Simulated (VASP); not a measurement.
Ti: single point with BLYP

Crystal: Ti.

```
CELL_PARAMETERS angstrom
0.00000 2.07329 2.07329
2.07329 0.00000 2.07329
2.07329 2.07329 0.00000
ATOMIC_POSITIONS crystal
Ti 0.00000 0.00000 0.00000
```

```json
{
 "Program": "VASP 6.6.1",
 "Task": "single point",
 "Functional": "BLYP",
 "Potentials or basis": "VASP PAW PBE potentials, release 64 (Ti_sv)",
 "Cutoff": "520 eV",
 "k mesh": "21 × 21 × 21",
 "Occupations": "fermi-dirac, width 0.1 eV",
 "Spin": "no spin polarisation"
}
```

```yaml
Pressure: 0.0 GPa
Band_gap_on_the_k_mesh: zero (band 6 reaches 9.19 eV, above the bottom of band 7 at 7.98 eV)
```

Levels at points of the mesh, in eV from the Fermi level:
```tsv
k point	band 3	band 4	band 5	band 6	band 7	band 8	band 9	band 10
(0.00, 0.00, 0.00)	-32.58	-32.58	-5.85	0.78	0.78	0.78	2.36	2.36
```

Wall time 52 s on 1 thread of Intel Xeon 8259CL, on a shared host, peak memory 0.19 GiB.

Caveat: the PAW data sets were made with another functional, which shifts forces and pressure a little.
